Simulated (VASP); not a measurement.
Runs of VASP 6.6.1 on Ge. The structure is that of space group R-3 (No. 148), or close to it. The cells are those of the table. 

```tsv
cell	gap on the mesh (eV)	pressure (GPa)	largest force (eV/Å)
a = 6.263 Å, angles 109.8°, 8 atoms	none	-8.2	0.35
a = 5.929 Å, angles 110.8°, 8 atoms	none	(b)	0.77
a = 5.814 Å, angles 109.0°, 8 atoms	none	3.7	0.46
a = 6.022 Å, angles 112.3°, 8 atoms	none	(a)	3.11
a = 6.255 Å, angles 110.0°, 8 atoms	none	-7.9	0.33
```

Alike in all rows: task single point; level LDA; potentials or basis VASP PAW LDA potentials, release 64 (Ge_d); no spin polarisation; k mesh 9 × 9 × 9; cutoff (eV) 520; smearing gaussian 0.15 eV.

Problem. Estimate the missing entries.

Solution. (a) 10.4; (b) 4.4.

Caveats: semilocal functionals underestimate gaps, and a narrow one can read as zero; the cell stands under tension (at least some runs); the stress differs along the axes, from 2 to 10 GPa (at least some runs); the stress differs along the axes, from -2 to 7 GPa (at least some runs); the stress differs along the axes, from 3 to 26 GPa (at least some runs); forces of over 1 eV/Å act on the atoms, so gaps and moduli don't describe the material at rest (at least some runs).

A k mesh can miss the band edges, and the runs leave out spin-orbit coupling on Ge.

A gap of «none» marks levels without a gap at the run's occupations.
